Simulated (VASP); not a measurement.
# MnO (Fm-3m) in VASP: further runs

Aim: see how the results for MnO move with the level of theory and the settings. Levels: PBE+U, PBE+D3(BJ)+U. Tasks: single point.

All numbers are computed with VASP 6.6.1; they aren't measurements. Logs are shortened: lines on timing, memory, paths and dates and some standing lists are left out, and cuts for length are marked.

## Step 1: The cell of the first run

The structure is cubic, space group Fm-3m (No. 225). The conventional cell has a = 4.477 Å, b = 4.477 Å, c = 4.477 Å, α = 90.00°, β = 90.00°, γ = 90.00°. Mn (site symmetry m-3m) has 6 O at 2.24 Å within 3.0 Å. Within 3.0 Å of O (site symmetry m-3m) lie 6 Mn at 2.24 Å.

## Step 2: Single point, PBE+U, collinear spin, ferromagnetic start

INCAR

```
PREC = Accurate
ENCUT = 600
EDIFF = 1E-6
ISMEAR = -1
SIGMA = 0.051703999572871064
LREAL = False
LASPH = True
NELM = 200
ALGO = Normal
ISIF = 2
LWAVE = False
LCHARG = True
ISPIN = 2
MAGMOM = 4.42 0.24
LORBIT = 11
LMAXMIX = 4
LDAU = True
LDAUTYPE = 2
LDAUL = 2 -1
LDAUU = 7.9 0
LDAUJ = 0 0
LDAUPRINT = 1
GGA = PE
LELF = True
LVHAR = True
NBANDS = 20
GGA_COMPAT = False
```

KPOINTS

```
regular mesh
0
Gamma
  2 2 2
```

POSCAR

```
MnO
1.0
    0.0000000000      2.2386359976      2.2386359976
    2.2386359976      0.0000000000      2.2386359976
    2.2386359976      2.2386359976      0.0000000000
Mn O
1 1
Direct
    0.0000000000      0.0000000000      0.0000000000
    0.5000000000      0.5000000000      0.5000000000
```

Potentials or basis: VASP PAW PBE potentials, release 64 (Mn_pv, O).

Run with:

```sh
> cat potpaw_PBE.64/Mn_pv/POTCAR potpaw_PBE.64/O/POTCAR > POTCAR
> mpirun -np 1 vasp_std > vasp.out
```

OUTCAR:

```text
PREC = Accurate
   ENCUT = 600
   EDIFF = 1E-6
   ISMEAR = -1
   LREAL = False
   LASPH = True
   NELM = 200
   ISIF = 2
   ISPIN = 2
   LORBIT = 11
   GGA = PE

 ion  position               nearest neighbor table
   1  0.000  0.000  0.000-   2 2.24   2 2.24   2 2.24   2 2.24   2 2.24   2 2.24
   2  0.500  0.500  0.500-   1 2.24   1 2.24   1 2.24   1 2.24   1 2.24   1 2.24

  LATTYP: Found a face centered cubic cell.
 ALAT       =     4.4772719952

  Lattice vectors:

 A1 = (   0.0000000000,   2.2386359976,   2.2386359976)
 A2 = (   2.2386359976,   0.0000000000,   2.2386359976)
 A3 = (   2.2386359976,   2.2386359976,   0.0000000000)

Analysis of symmetry for initial positions (statically):
=====================================================================
 Subroutine PRICEL returns:
 Original cell was already a primitive cell.

 Routine SETGRP: Setting up the symmetry group for a
 face centered cubic supercell.

 Subroutine GETGRP returns: Found 48 space group operations
 (whereof 48 operations were pure point group operations)
 out of a pool of 48 trial point group operations.

The static configuration has the point symmetry O_h .

Analysis of symmetry for dynamics (positions and initial velocities):
=====================================================================
 Subroutine PRICEL returns:
 Original cell was already a primitive cell.

 Routine SETGRP: Setting up the symmetry group for a
 face centered cubic supercell.

 Subroutine GETGRP returns: Found 48 space group operations
 (whereof 48 operations were pure point group operations)
 out of a pool of 48 trial point group operations.

The dynamic configuration has the point symmetry O_h .

Analysis of structural, dynamic, and magnetic symmetry:
=====================================================================
 Subroutine PRICEL returns:
 Original cell was already a primitive cell.

 Routine SETGRP: Setting up the symmetry group for a
 face centered cubic supercell.

 Subroutine GETGRP returns: Found 48 space group operations
 (whereof 48 operations were pure point group operations)
 out of a pool of 48 trial point group operations.

The overall configuration has the point symmetry O_h .

 Subroutine INISYM returns: Found 48 space group operations
 (whereof 48 operations are pure point group operations),
 and found     1 'primitive' translations

----------------------------------------------------------------------------------------

                                     Primitive cell

  volume of cell :      22.4378

  direct lattice vectors                    reciprocal lattice vectors
     0.000000000  2.238635998  2.238635998    -0.223350290  0.223350290  0.223350290
     2.238635998  0.000000000  2.238635998     0.223350290 -0.223350290  0.223350290
     2.238635998  2.238635998  0.000000000     0.223350290  0.223350290 -0.223350290

  length of vectors
     3.165909389  3.165909389  3.165909389     0.386854051  0.386854051  0.386854051

  position of ions in fractional coordinates (direct lattice)
     0.000000000  0.000000000  0.000000000
     0.500000000  0.500000000  0.500000000

  ion indices of the primitive-cell ions
   primitive index   ion index
                 1           1
                 2           2

----------------------------------------------------------------------------------------

 KPOINTS: regular mesh

Automatic generation of k-mesh.
 Grid dimensions read from file:
 generate k-points for:    2    2    2

 Generating k-lattice:

  Cartesian coordinates                     Fractional coordinates (reciprocal lattice)
    -0.111675145  0.111675145  0.111675145     0.500000000  0.000000000  0.000000000
     0.111675145 -0.111675145  0.111675145     0.000000000  0.500000000  0.000000000
     0.111675145  0.111675145 -0.111675145     0.000000000  0.000000000  0.500000000

  Length of vectors
     0.193427025  0.193427025  0.193427025

  Shift w.r.t. Gamma in fractional coordinates (k-lattice)
     0.000000000  0.000000000  0.000000000

 Subroutine IBZKPT returns following result:
 ===========================================

 Found      3 irreducible k-points:

 Following reciprocal coordinates:
            Coordinates               Weight
  0.000000  0.000000  0.000000      1.000000
  0.500000  0.000000  0.000000      4.000000
  0.500000  0.500000  0.000000      3.000000
   k-points           NKPTS =      3   k-points in BZ     NKDIM =      3   number of bands    NBANDS=     20
   number of dos      NEDOS =    301   number of ions     NIONS =      2
   total plane-waves  NPLWV =  21952
   dimension x,y,z NGX =    28 NGY =   28 NGZ =   28
   dimension x,y,z NGXF=    56 NGYF=   56 NGZF=   56
   ions per type =               1   1
   NGX,Y,Z   is equivalent  to a cutoff of  14.70, 14.70, 14.70 a.u.
   NGXF,Y,Z  is equivalent  to a cutoff of  29.41, 29.41, 29.41 a.u.
 SYSTEM =  unknown system
   PREC   = accura    normal or accurate (medium, high low for compatibility)
   ISTART =      0    job   : 0-new  1-cont  2-samecut
   ICHARG =      2    charge: 1-file 2-atom 10-const
   ISPIN  =      2    spin polarized calculation?
   LNONCOLLINEAR =      F non collinear calculations
   LSORBIT =      F    spin-orbit coupling
   LASPH  =      T    aspherical Exc in radial PAW
   ENCUT  =  600.0 eV  44.10 Ry    6.64 a.u.   6.32  6.32  6.32*2*pi/ulx,y,z
   NELM   =    200;   NELMIN=  2; NELMDL= -5     # of ELM steps
   EDIFF  = 0.1E-05   stopping-criterion for ELM
   LREAL  =      F    real-space projection
   EDIFFG = 0.1E-04   stopping-criterion for IOM
   NSW    =      0    number of steps for IOM
   IBRION =     -1    ionic relax: 0-MD 1-quasi-New 2-CG
   NFREE  =      0    steps in history (QN), initial steepest desc. (CG)
   ISIF   =      2    stress and relaxation
   ISYM   =      2    0-nonsym 1-usesym 2-fastsym
   POTIM  = 0.5000    time-step for ionic-motion
   TEBEG  =    0.0;   TEEND  =   0.0 temperature during run
   PSTRESS=    0.0 pullay stress
   NELECT =      19.0000    total number of electrons
   NUPDOWN=      -1.0000    fix difference up-down
   EMIN   =  10.00;   EMAX   =-10.00  energy-range for DOS
   EFERMI =   0.00;   METHOD = LEGACY
   ISMEAR =    -1;   SIGMA  =   0.05  broadening in eV -4-tet -1-fermi 0-gaus
   EFERMI_NEDOS =   21; number of points for ismear=-14 and -15
   IALGO  =     38    algorithm
   IMIX   =      4    mixing-type and parameters
     AMIX     =   0.40;   BMIX     =  1.00
     AMIX_MAG =   1.60;   BMIX_MAG =  1.00
  volume/ion in A,a.u.               =      11.22        75.71
  Fermi-wavevector in a.u.,A,eV,Ry     =   1.548814  2.926834 32.637986  2.398824
  Thomas-Fermi vector in A             =   2.653710
   LORBIT       =     11    0 simple, 1 ext, 2 COOP (PROOUT), +10 PAW based schemes
 LDA+U is selected, type is set to LDAUTYPE =  2
   angular momentum for each species LDAUL =     2   -1
   U (eV)           for each species LDAUU =   7.9  0.0
   J (eV)           for each species LDAUJ =   0.0  0.0
   GGA     = PE    functional components
   LHFCALC =     F    Hartree Fock is set to
   AEXX    =    0.0000 exact exchange contribution
   IVDW    =     0    specifies the selected vdW correction
   LEPSILON=     F    determine dielectric tensor
   LRPA    =     F    only Hartree local field effects (RPA)
 spin polarized calculation
  energy-cutoff  :      600.00
  volume of cell :       22.44
 maximum number of plane-waves:       754
 NGX is ok and might be reduce to    28
   NGX = 13   NGY = 13   NGZ = 13

atom =   1  type =  1  l = 2

 onsite density matrix

spin component  1

  0.9530 -0.0000  0.0000 -0.0000 -0.0000
 -0.0000  0.9530 -0.0000 -0.0000 -0.0000
  0.0000 -0.0000  0.9943  0.0000  0.0000
 -0.0000 -0.0000  0.0000  0.9530  0.0000
 -0.0000 -0.0000  0.0000  0.0000  0.9943

spin component  2

  0.0110 -0.0000 -0.0000 -0.0000  0.0000
 -0.0000  0.0110  0.0000  0.0000  0.0000
 -0.0000  0.0000  0.0615 -0.0000 -0.0000
 -0.0000  0.0000 -0.0000  0.0110 -0.0000
  0.0000  0.0000 -0.0000 -0.0000  0.0615

 occupancies and eigenvectors

  o =  0.0110  v =  0.0000  0.0000  0.0000  0.0000  0.0000  1.0000  0.0012  0.0000  0.0005 -0.0000      0.0000  0.0000  0.0000  0.0000  0.0000  0.0000  0.0000  0.0000  0.0000  0.0000
  o =  0.0110  v =  0.0000  0.0000  0.0000  0.0000  0.0000 -0.0012  1.0000 -0.0000 -0.0008 -0.0000      0.0000  0.0000  0.0000  0.0000  0.0000  0.0000  0.0000  0.0000  0.0000  0.0000
  o =  0.0110  v =  0.0000  0.0000  0.0000  0.0000  0.0000  0.0005 -0.0008 -0.0000 -1.0000 -0.0000      0.0000  0.0000  0.0000  0.0000  0.0000  0.0000  0.0000  0.0000  0.0000  0.0000
  o =  0.0615  v =  0.0000  0.0000  0.0000  0.0000  0.0000  0.0000 -0.0000 -0.0137  0.0000 -0.9999      0.0000  0.0000  0.0000  0.0000  0.0000  0.0000  0.0000  0.0000  0.0000  0.0000
  o =  0.0615  v =  0.0000  0.0000  0.0000  0.0000  0.0000 -0.0000  0.0000  0.9999 -0.0000 -0.0137      0.0000  0.0000  0.0000  0.0000  0.0000  0.0000  0.0000  0.0000  0.0000  0.0000
  o =  0.9530  v =  0.0000  0.1476 -0.0000 -0.9890  0.0000  0.0000  0.0000  0.0000  0.0000  0.0000      0.0000  0.0000  0.0000  0.0000  0.0000  0.0000  0.0000  0.0000  0.0000  0.0000
  o =  0.9530  v =  0.0000 -0.9890 -0.0000 -0.1476 -0.0000  0.0000  0.0000  0.0000  0.0000  0.0000      0.0000  0.0000  0.0000  0.0000  0.0000  0.0000  0.0000  0.0000  0.0000  0.0000
  o =  0.9530  v =  1.0000  0.0000  0.0000  0.0000  0.0000  0.0000  0.0000  0.0000  0.0000  0.0000      0.0000  0.0000  0.0000  0.0000  0.0000  0.0000  0.0000  0.0000  0.0000  0.0000
  o =  0.9943  v =  0.0000  0.0000 -0.9610  0.0000  0.2766  0.0000  0.0000  0.0000  0.0000  0.0000      0.0000  0.0000  0.0000  0.0000  0.0000  0.0000  0.0000  0.0000  0.0000  0.0000
  o =  0.9943  v =  0.0000 -0.0000  0.2766  0.0000  0.9610  0.0000  0.0000  0.0000  0.0000  0.0000      0.0000  0.0000  0.0000  0.0000  0.0000  0.0000  0.0000  0.0000  0.0000  0.0000

 number of electron      18.9999991 magnetization       5.0002251

 Free energy of the ion-electron system (eV)
  ---------------------------------------------------
  ext. energy  EPLUGINS =         0.00000000
  ---------------------------------------------------
  free energy    TOTEN  =       -13.96113181 eV

  energy without entropy =      -13.96092953  energy(sigma->0) =      -13.96103067

 E-fermi :   6.7110     XC(G=0): -11.5669

 val. band max:        6.2790355349   @ k =   0.5000   0.0000   0.0000
 cond. band min:       7.0353641396   @ k =   0.0000   0.0000   0.0000
 fundamental gap:      0.7563286046
 Fermi energy:         6.7110000834

 spin component 1

 k-point     1 :       0.0000    0.0000    0.0000
  band No.  band energies     occupation
      1     -43.0619      1.00000
      2     -43.0619      1.00000
      3     -43.0619      1.00000
      4     -11.9991      1.00000
      5       0.8033      1.00000
      6       0.8034      1.00000
[... 12 lines left out ...]
     19      26.6888      0.00000
     20      26.6888      0.00000

 k-point     2 :       0.5000    0.0000    0.0000
  band No.  band energies     occupation
      1     -43.1195      1.00000
      2     -43.0696      1.00000
      3     -43.0696      1.00000
      4     -10.9616      1.00000
      5      -1.2965      1.00000
      6      -0.5322      1.00000
[... 12 lines left out ...]
     19      27.7196      0.00000
     20      29.0247      0.00000

 k-point     3 :       0.5000    0.5000    0.0000
  band No.  band energies     occupation
      1     -43.1142      1.00000
      2     -43.0833      1.00000
      3     -43.0833      1.00000
      4     -11.2058      1.00000
      5       0.1154      1.00000
      6       1.0483      1.00000
[... 12 lines left out ...]
     19      33.2809      0.00000
     20      33.8364      0.00000
 Fermi energy:         6.7110000834

 spin component 2

 k-point     1 :       0.0000    0.0000    0.0000
  band No.  band energies     occupation
      1     -38.0087      1.00000
      2     -38.0087      1.00000
      3     -38.0087      1.00000
      4     -11.6973      1.00000
      5       4.7498      1.00000
      6       4.7498      1.00000
[... 12 lines left out ...]
     19      29.2330      0.00000
     20      29.2330      0.00000

 k-point     2 :       0.5000    0.0000    0.0000
  band No.  band energies     occupation
      1     -38.0844      1.00000
      2     -38.0179      1.00000
      3     -38.0179      1.00000
      4     -10.7201      1.00000
      5       0.7409      1.00000
      6       3.7565      1.00000
[... 12 lines left out ...]
     19      31.8391      0.00000
     20      31.8391      0.00000

 k-point     3 :       0.5000    0.5000    0.0000
  band No.  band energies     occupation
      1     -38.0757      1.00000
      2     -38.0359      1.00000
      3     -38.0359      1.00000
      4     -10.6415      1.00000
      5       1.5161      1.00000
      6       3.7141      1.00000
[... 12 lines left out ...]
     19      34.1701      0.00000
     20      35.6605      0.00000

------------------------ aborting loop because EDIFF is reached ----------------------------------------

  FORCE on cell =-STRESS in cart. coord.  units (eV):
  Direction    XX          YY          ZZ          XY          YZ          ZX
  --------------------------------------------------------------------------------------
  -------------------------------------------------------------------------------------
  Total        1.2667648      1.2667648      1.2667648      0.0000000      0.0000000     -0.0000000
  in kB       90.4536584     90.4536584     90.4536584      0.0000000      0.0000000     -0.0000000
  external PRESSURE =      90.4536584 kB  Pullay stress =       0.0000000 kB

 VOLUME and BASIS-vectors are now :
 -----------------------------------------------------------------------------
  energy-cutoff  :      600.00
  volume of cell :       22.44
      direct lattice vectors                 reciprocal lattice vectors
     0.000000000  2.238635998  2.238635998    -0.223350290  0.223350290  0.223350290
     2.238635998  0.000000000  2.238635998     0.223350290 -0.223350290  0.223350290
     2.238635998  2.238635998  0.000000000     0.223350290  0.223350290 -0.223350290

 POSITION                                       TOTAL-FORCE (eV/Angst)
 -----------------------------------------------------------------------------------
      0.00000      0.00000      0.00000        -0.000000      0.000000     -0.000000
      2.23864      2.23864      2.23864         0.000000     -0.000000      0.000000
 -----------------------------------------------------------------------------------
    total drift:                                0.000000      0.000000      0.000000

  FREE ENERGIE OF THE ION-ELECTRON SYSTEM (eV)
  ---------------------------------------------------
  free  energy   TOTEN  =       -13.9611318121 eV

  energy  without entropy=      -13.9609295350  energy(sigma->0) =      -13.96103067

 total charge

# of ion       s       p       d       tot
------------------------------------------
    1        0.166   6.177   4.984  11.327
    2        1.514   3.551   0.000   5.065
--------------------------------------------------
tot          1.680   9.729   4.984  16.392

 magnetization (x)

# of ion       s       p       d       tot
------------------------------------------
    1        0.018   0.021   4.681   4.720
    2        0.008   0.106   0.000   0.114
--------------------------------------------------
tot          0.027   0.126   4.681   4.833
```

It took 9.2 s on 1 thread of Intel Xeon Platinum 8488C (Sapphire Rapids), shared host; peak memory 0.16 GiB.

What came out:

| Quantity | Value |
| --- | --- |
| Free energy | -13.9611 eV |
| Pressure | 9.0 GPa |
| Band gap on the k mesh | 0.76 eV, indirect (least direct gap 2.29 eV) |
| Net moment | 5.00 μB per cell |
| Site moments | Mn +4.72; O +0.11 μB |
| Valence electrons inside the program's atomic spheres | Mn 11.33; O 5.07 |

Levels at points of the mesh, in eV from the valence-band top:
Spin up:
| k point | band 10 | band 11 | band 12 | band 13 | band 14 | band 15 |
| --- | --- | --- | --- | --- | --- | --- |
| (0.00, 0.00, 0.00) | -1.76 | -1.76 | -1.76 | 0.76 | 15.10 | 15.93 |
| (0.50, 0.00, 0.00) | -3.25 | 0.00 | 0.00 | 4.69 | 9.03 | 12.84 |
| (0.50, 0.50, 0.00) | -4.49 | -2.88 | -2.88 | 5.92 | 9.35 | 10.12 |
Spin down:
```
           k point  band 4  band 5  band 6  band 7  band 8  band 9  band 10  band 11
(0.00, 0.00, 0.00)  -17.98   -1.53   -1.53   -1.53    2.06    5.31     5.31     5.31
(0.50, 0.00, 0.00)  -17.00   -5.54   -2.52   -2.52    5.71    6.29     6.86     6.86
(0.50, 0.50, 0.00)  -16.92   -4.76   -2.56   -2.56    3.06    6.35     6.62     7.48
```

Eigenvalues of the final occupation matrices:
| site | spin | trace | eigenvalues |
| --- | --- | --- | --- |
| site 1 d | 1 | 4.85 | 0.95 0.95 0.95 0.99 0.99 |
| site 1 d | 2 | 0.16 | 0.01 0.01 0.01 0.06 0.06 |

Caveat: the k points lie up to 1.22 Å⁻¹ apart; a cell with one magnetic atom can't hold antiferromagnetic order, which such compounds often take.

## Step 3: Single point, PBE+D3(BJ)+U, collinear spin, ferromagnetic start

This run uses another cell than the first one, of 11.00 Å³/atom, 0.980 times its volume.

INCAR

```
SYSTEM = MnO
ALGO = Normal
EDIFF = 1E-6
ENCUT = 600
GGA = PE
GGA_COMPAT = .FALSE.
ISIF = 2
ISMEAR = 0
ISPIN = 2
IVDW = 12
LASPH = .TRUE.
LCHARG = .FALSE.
LDAU = .TRUE.
LDAUJ = 0 0
LDAUL = 2 -1
LDAUPRINT = 1
LDAUTYPE = 2
LDAUU = 6.8 0
LMAXMIX = 4
LORBIT = 11
LREAL = .FALSE.
LWAVE = .FALSE.
MAGMOM = 4.42 0.24
NBANDS = 20
NELM = 200
PREC = Accurate
SIGMA = 0.1
```

KPOINTS

```
k-points
0
G
  6 6 6
  0 0 0
```

POSCAR

```
MnO
1.0
    0.0000000000      2.2239077028      2.2239077028
    2.2239077028      0.0000000000      2.2239077028
    2.2239077028      2.2239077028      0.0000000000
Mn O
1 1
Direct
    0.0000000000      0.0000000000      0.0000000000
    0.5000000000      0.5000000000      0.5000000000
```

Potentials or basis: VASP PAW PBE potentials, release 64 (Mn_pv, O).

Run with:

```sh
> cat potpaw_PBE.64/Mn_pv/POTCAR potpaw_PBE.64/O/POTCAR > POTCAR
> mpirun -np 1 vasp_std > vasp.out
```

Wall time 20 s (1 thread of Intel Xeon Platinum 8488C (Sapphire Rapids), shared host); peak memory 0.18 GiB.

The run converged. Its results:

```yaml
Free_energy: -15.5056 eV
Pressure: 280.7 GPa
Band_gap_on_the_k_mesh: 0.77 eV, indirect (least direct gap 2.70 eV)
Net_moment: 5.00 μB per cell
Site_moments: Mn +4.70; O +0.11 μB
Valence_electrons_inside_the_program's_atomic_spheres: Mn 11.36; O 5.02
Dispersion_energy_per_atom: -0.288 eV
```

Levels at points of the mesh, in eV from the valence-band top:
Spin up:
```tsv
k point	band 9	band 10	band 11	band 12	band 13	band 14	band 15	band 16
(0.00, 0.00, 0.00)	-4.71	-2.16	-2.16	-2.16	0.77	15.15	16.32	16.32
(0.50, 0.00, 0.00)	-4.16	-2.94	0.00	0.00	4.71	9.01	13.04	13.04
(0.50, 0.50, 0.00)	-3.92	-3.82	-3.25	-3.25	6.12	9.24	10.42	14.94
```
Spin down:
```csv
k point,band 4,band 5,band 6,band 7,band 8,band 9,band 10,band 11
"(0.00, 0.00, 0.00)",-18.42,-1.94,-1.94,-1.94,2.10,4.91,4.91,4.91
"(0.50, 0.00, 0.00)",-17.45,-5.85,-2.95,-2.95,5.76,5.88,6.44,6.44
"(0.50, 0.50, 0.00)",-17.39,-5.07,-2.94,-2.94,2.72,6.12,6.27,7.04
```

Eigenvalues of the final occupation matrices:
```csv
site,spin,trace,eigenvalues
site 1 d,1,4.82,0.95 0.95 0.95 0.98 0.98
site 1 d,2,0.16,0.01 0.01 0.01 0.06 0.06
```

Caveat: a cell with one magnetic atom can't hold antiferromagnetic order, which such compounds often take.
